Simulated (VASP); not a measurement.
# LiP16 (a cell with a defect) in VASP: further runs

The runs below take LiP16 (a cell with a defect) through single point, with LDA.

Everything below comes from runs of VASP 6.6.1. Logs are shortened: lines on timing, memory, paths and dates and some standing lists are left out, and cuts for length are marked.

## Step 1: The cell of the first run

The cell holds a defect, 17 atoms: a = 6.982 Å, b = 6.982 Å, c = 6.624 Å, α = 76.28°, β = 76.28°, γ = 96.38°.

## Step 2: Single point, LDA, collinear spin, zero start

File INCAR:

```
SYSTEM = LiP16
PREC = Accurate
ENCUT = 520
EDIFF = 1E-6
ISMEAR = -1
SIGMA = 0.05
LREAL = Auto
LASPH = .TRUE.
NELM = 150
ALGO = Normal
ISIF = 2
LWAVE = .FALSE.
LCHARG = .FALSE.
ISPIN = 2
MAGMOM = 0 0 0 0 0 0 0 0 0 0 0 0 0 0 0 0 0
LORBIT = 11
GGA = CA
NBANDS = 60
```

File KPOINTS:

```
Automatic mesh
0
G
  2 2 2
  0 0 0
```

File POSCAR:

```
LiP16
1.0
    1.6560500000      5.2040000000      4.3500000000
    1.6560500000     -5.2040000000      4.3500000000
    6.6242000000      0.0000000000      0.0000000000
P Li
16 1
Direct
    0.6643904688      0.4335345887      0.2173169905
    0.1842983017      0.4122189397      0.0881973102
    0.8603722665      0.0654433657      0.0056917095
    0.2946988063      0.1166152167      0.1412536476
    0.6550687566      0.4343300940      0.7234706128
    0.1971167931      0.3863592989      0.6013191658
    0.8213492593      0.0825325798      0.5287203708
    0.3138341435      0.0985929829      0.6399204519
    0.1099267519      0.9722086504      0.4758783954
    0.7135126747      0.8928174403      0.3413899057
    0.3694524638      0.5444073063      0.2654722876
    0.8318076156      0.6007259476      0.3890315499
    0.1406158641      0.9308770094      0.9754630335
    0.6714209589      0.8873452480      0.8606478100
    0.3726019229      0.5636847438      0.7568941858
    0.8218053460      0.6150295966      0.8822972575
    0.3728717856      0.8089941914      0.4288568957
```

Potentials or basis: VASP PAW LDA potentials, release 64 (P, Li_sv).

On the command line:

```console
cat potpaw_LDA.64/P/POTCAR potpaw_LDA.64/Li_sv/POTCAR > POTCAR
mpirun -np 1 vasp_std > vasp.out
```

OUTCAR:

```text
SYSTEM = LiP16
   PREC = Accurate
   ENCUT = 520
   EDIFF = 1E-6
   ISMEAR = -1
   LREAL = Auto
   LASPH = .TRUE.
   NELM = 150
   ISIF = 2
   ISPIN = 2
   LORBIT = 11
   GGA = CA

 ion  position               nearest neighbor table
   1  0.664  0.434  0.217-  16 2.22  12 2.23  11 2.26
   2  0.184  0.412  0.088-  11 2.21  15 2.21   4 2.26
   3  0.860  0.065  0.006-  10 2.20  14 2.24  13 2.25
   4  0.295  0.117  0.141-   9 2.21  13 2.23   2 2.26  17 2.71
   5  0.655  0.434  0.723-  16 2.22  12 2.22  15 2.24
   6  0.197  0.386  0.601-  11 2.21  15 2.23   8 2.23
   7  0.821  0.083  0.529-  10 2.21   9 2.22  14 2.23
   8  0.314  0.099  0.640-   9 2.21  13 2.22   6 2.23  17 2.73
   9  0.110  0.972  0.476-   4 2.21   8 2.21   7 2.22  17 2.26
  10  0.714  0.893  0.341-   3 2.20   7 2.21  12 2.27  17 2.28
  11  0.369  0.544  0.265-   2 2.21   6 2.21   1 2.26  17 2.35
  12  0.832  0.601  0.389-   5 2.22   1 2.23  10 2.27
  13  0.141  0.931  0.975-   8 2.22   4 2.23   3 2.25
  14  0.671  0.887  0.861-   7 2.23   3 2.24  16 2.26
  15  0.373  0.564  0.757-   2 2.21   6 2.23   5 2.24  17 2.43
  16  0.822  0.615  0.882-   1 2.22   5 2.22  14 2.26
  17  0.373  0.809  0.429-   9 2.26  10 2.28  11 2.35  15 2.43   4 2.71   8 2.73

  LATTYP: Found a base centered monoclinic cell.
 ALAT       =     9.3091356425
 B/A-ratio  =     1.1180415024
 C/A-ratio  =     0.7115805650
 COS(beta)  =    -0.3557902825

  Lattice vectors:

 A1 = (  -1.6560500000,  -5.2040000000,  -4.3500000000)
 A2 = (  -1.6560500000,   5.2040000000,  -4.3500000000)
 A3 = (   6.6242000000,   0.0000000000,   0.0000000000)

Analysis of symmetry for initial positions (statically):
=====================================================================
 Subroutine PRICEL returns:
 Original cell was already a primitive cell.

 Routine SETGRP: Setting up the symmetry group for a
 base centered monoclinic supercell.

 Subroutine GETGRP returns: Found  1 space group operations
 (whereof  1 operations were pure point group operations)
 out of a pool of  4 trial point group operations.

The static configuration has the point symmetry C_1 .

Analysis of symmetry for dynamics (positions and initial velocities):
=====================================================================
 Subroutine PRICEL returns:
 Original cell was already a primitive cell.

 Routine SETGRP: Setting up the symmetry group for a
 base centered monoclinic supercell.

 Subroutine GETGRP returns: Found  1 space group operations
 (whereof  1 operations were pure point group operations)
 out of a pool of  4 trial point group operations.
[... 172 lines left out ...]
  ext. energy  EPLUGINS =         0.00000000
  ---------------------------------------------------
  free energy    TOTEN  =       -98.33215363 eV

  energy without entropy =      -98.27798344  energy(sigma->0) =      -98.30506854

 E-fermi :   7.3433     XC(G=0): -10.2474

 val. band max:        7.3209492625   @ k =   0.5000   0.0000   0.5000
 cond. band min:       7.3541566467   @ k =   0.5000   0.5000   0.0000
 fundamental gap:      0.0332073842
 Fermi energy:         7.3432779217

 spin component 1

 k-point     1 :       0.0000    0.0000    0.0000
  band No.  band energies     occupation
      1     -38.1237      1.00000
      2      -8.9586      1.00000
      3      -7.5128      1.00000
      4      -7.4283      1.00000
      5      -5.9182      1.00000
      6      -5.8880      1.00000
[... 437 lines left out ...]
     52      10.0146      0.00000
     53      10.1965      0.00000
 Fermi energy:         7.3432779217

 spin component 2

 k-point     1 :       0.0000    0.0000    0.0000
  band No.  band energies     occupation
      1     -38.1236      1.00000
      2      -8.9586      1.00000
      3      -7.5128      1.00000
      4      -7.4283      1.00000
      5      -5.9182      1.00000
      6      -5.8880      1.00000
[... 437 lines left out ...]
     52      10.0146      0.00000
     53      10.1965      0.00000
 [bands above 53 left out]

------------------------ aborting loop because EDIFF is reached ----------------------------------------

  FORCE on cell =-STRESS in cart. coord.  units (eV):
  Direction    XX          YY          ZZ          XY          YZ          ZX
  --------------------------------------------------------------------------------------
  -------------------------------------------------------------------------------------
  Total       -1.6597399      4.0770189     -2.5035095     -0.1162892      0.2690499      0.2019772
  in kB       -8.8666720     21.7802736    -13.3742627     -0.6212410      1.4373198      1.0790036
  external PRESSURE =      -0.1535537 kB  Pullay stress =       0.0000000 kB

 VOLUME and BASIS-vectors are now :
 -----------------------------------------------------------------------------
  energy-cutoff  :      520.00
  volume of cell :      299.91
      direct lattice vectors                 reciprocal lattice vectors
     1.656050000  5.204000000  4.350000000     0.000000000  0.096079939  0.114942529
     1.656050000 -5.204000000  4.350000000     0.000000000 -0.096079939  0.114942529
     6.624200000  0.000000000  0.000000000     0.150961626  0.000000000 -0.057471264

 POSITION                                       TOTAL-FORCE (eV/Angst)
 -----------------------------------------------------------------------------------
      3.25777      1.20137      4.77597        -0.004482     -0.018402      0.034979
      1.57210     -1.18610      2.59485         0.001496      0.027264      0.035179
      1.57090      4.13681      4.02730         0.006318      0.028843     -0.017649
      1.61685      0.92675      1.78922        -0.011258     -0.021330     -0.025783
      6.59651      1.14872      4.73889         0.003705     -0.029817      0.028144
      4.94952     -0.98482      2.53812        -0.006614      0.020359      0.024367
[... 9 lines left out ...]
      8.22398      1.07606      6.25023         0.005249     -0.020172     -0.031557
      4.79806     -2.26958      5.14112         0.002598      0.025958     -0.002963
 -----------------------------------------------------------------------------------
    total drift:                               -0.007359      0.008000     -0.002565

  FREE ENERGIE OF THE ION-ELECTRON SYSTEM (eV)
  ---------------------------------------------------
  free  energy   TOTEN  =       -98.3321536339 eV

  energy  without entropy=      -98.2779834446  energy(sigma->0) =      -98.30506854

 total charge

# of ion       s       p       d       tot
------------------------------------------
    1        1.090   1.369   0.000   2.459
    2        1.094   1.362   0.000   2.456
    3        1.090   1.372   0.000   2.463
    4        1.083   1.386   0.000   2.469
    5        1.086   1.375   0.000   2.461
    6        1.091   1.376   0.000   2.467
[... 9 lines left out ...]
   16        1.086   1.375   0.000   2.461
   17        2.036   0.113   0.000   2.149
--------------------------------------------------
tot         19.365  22.347   0.000  41.711

 magnetization (x)

# of ion       s       p       d       tot
------------------------------------------
    1        0.000   0.000   0.000   0.000
    2        0.000   0.000   0.000   0.000
    3       -0.000   0.000   0.000  -0.000
    4        0.000   0.000   0.000   0.000
    5        0.000   0.000   0.000   0.000
    6       -0.000  -0.000   0.000  -0.000
[... 9 lines left out ...]
   16        0.000   0.000   0.000   0.000
   17       -0.000  -0.000   0.000  -0.000
--------------------------------------------------
tot         -0.000   0.000   0.000  -0.000
```

OSZICAR:

```text
N       E                     dE             d eps       ncg     rms          rms(c)
DAV:   1     0.324879229666E+03    0.32488E+03   -0.34075E+04  1920   0.121E+03
DAV:   2    -0.653962862953E+02   -0.39028E+03   -0.36782E+03  2304   0.214E+02
DAV:   3    -0.979453195746E+02   -0.32549E+02   -0.31795E+02  2704   0.572E+01
DAV:   4    -0.997985779994E+02   -0.18533E+01   -0.18369E+01  3224   0.119E+01
DAV:   5    -0.998794410469E+02   -0.80863E-01   -0.80827E-01  2656   0.187E+00    0.213E+01
DAV:   6    -0.986427817875E+02    0.12367E+01   -0.14171E+00  2360   0.423E+00    0.127E+01
DAV:   7    -0.983457476942E+02    0.29703E+00   -0.13292E+00  2408   0.327E+00    0.211E+00
DAV:   8    -0.983333280805E+02    0.12420E-01   -0.15844E-01  2456   0.140E+00    0.845E-01
DAV:   9    -0.983325289349E+02    0.79915E-03   -0.18780E-02  2408   0.428E-01    0.364E-01
DAV:  10    -0.983321802172E+02    0.34872E-03   -0.18606E-03  2424   0.139E-01    0.177E-01
DAV:  11    -0.983321533684E+02    0.26849E-04   -0.31306E-04  2568   0.581E-02    0.647E-02
DAV:  12    -0.983321544870E+02   -0.11186E-05   -0.46486E-05  2552   0.214E-02    0.345E-02
DAV:  13    -0.983321536339E+02    0.85310E-06   -0.50823E-06  2304   0.719E-03
   1 F= -.98332154E+02 E0= -.98305069E+02  d E =-.541702E-01  mag=    -0.0000
```

Wall time 3.6 min (1 thread of Intel Xeon 6975P-C (Granite Rapids), shared host); peak memory 0.4 GiB.

What came out:

- Free energy: -98.3322 eV
- Largest force: 0.048 eV/Å
- Net moment: 0.00 μB per cell
- Valence electrons inside the program's atomic spheres: P 2.46, 2.47, 2.48, 2.51, 2.50, 2.45, 2.49 (each value once); Li 2.15

Forces in eV/Å, atoms in the order of the input:
```
P   -0.004 -0.018  0.035
P    0.001  0.027  0.035
P    0.006  0.029 -0.018
P   -0.011 -0.021 -0.026
P    0.004 -0.030  0.028
P   -0.007  0.020  0.024
P   -0.008  0.032 -0.031
P    0.007 -0.033 -0.033
P    0.005 -0.032  0.014
P    0.001  0.017  0.025
P    0.001  0.012 -0.017
P   -0.006 -0.029 -0.034
P    0.001 -0.020  0.029
P   -0.008  0.023  0.031
P    0.010  0.017 -0.030
P    0.005 -0.020 -0.032
Li   0.003  0.026 -0.003
```

Levels at points of the mesh, in eV from the Fermi level:
Spin up:
| k point | band 37 | band 38 | band 39 | band 40 | band 41 | band 42 | band 43 | band 44 | band 45 | band 46 |
| --- | --- | --- | --- | --- | --- | --- | --- | --- | --- | --- |
| (0.00, 0.00, 0.00) | -2.42 | -2.24 | -2.17 | -1.96 | -1.89 | -0.07 | 0.20 | 0.51 | 0.52 | 0.82 |
| (0.50, 0.00, 0.00) | -2.62 | -2.48 | -2.44 | -1.73 | -1.40 | 0.10 | 0.20 | 0.43 | 0.51 | 0.65 |
| (0.00, 0.50, 0.00) | -2.56 | -2.48 | -2.40 | -1.70 | -1.55 | 0.14 | 0.18 | 0.39 | 0.62 | 0.66 |
| (0.50, 0.50, 0.00) | -2.14 | -2.05 | -1.73 | -1.66 | -0.64 | -0.32 | 0.01 | 0.27 | 0.62 | 0.84 |
| (0.00, 0.00, 0.50) | -2.27 | -2.13 | -1.99 | -1.78 | -1.74 | 0.38 | 0.45 | 0.58 | 0.73 | 0.81 |
| (0.50, 0.00, 0.50) | -2.73 | -2.41 | -2.31 | -1.80 | -1.66 | -0.02 | 0.15 | 0.97 | 1.32 | 1.39 |
| (0.00, 0.50, 0.50) | -2.63 | -2.43 | -2.32 | -1.80 | -1.74 | -0.03 | 0.18 | 1.02 | 1.24 | 1.30 |
| (0.50, 0.50, 0.50) | -2.82 | -2.07 | -2.00 | -1.75 | -1.57 | 0.10 | 0.16 | 0.25 | 0.49 | 0.95 |
Spin down:
```tsv
k point	band 38	band 39	band 40	band 41	band 42	band 43	band 44	band 45
(0.00, 0.00, 0.00)	-2.24	-2.17	-1.96	-1.89	-0.07	0.20	0.51	0.52
(0.50, 0.00, 0.00)	-2.48	-2.44	-1.73	-1.40	0.10	0.20	0.43	0.51
(0.00, 0.50, 0.00)	-2.48	-2.40	-1.70	-1.55	0.14	0.18	0.39	0.62
(0.50, 0.50, 0.00)	-2.05	-1.73	-1.66	-0.64	-0.32	0.01	0.27	0.62
(0.00, 0.00, 0.50)	-2.13	-1.99	-1.78	-1.74	0.38	0.45	0.58	0.73
(0.50, 0.00, 0.50)	-2.41	-2.31	-1.80	-1.66	-0.02	0.15	0.97	1.32
(0.00, 0.50, 0.50)	-2.43	-2.32	-1.80	-1.74	-0.03	0.18	1.02	1.24
(0.50, 0.50, 0.50)	-2.07	-2.00	-1.75	-1.57	0.10	0.16	0.25	0.49
```

Caveat: the k points lie up to 0.51 Å⁻¹ apart; the cutoff is under 1.25 times the usual one of these potentials, so pressure, stress and relaxed cells hold a basis-set (Pulay) error.

(Continued in part 2 of 2.)
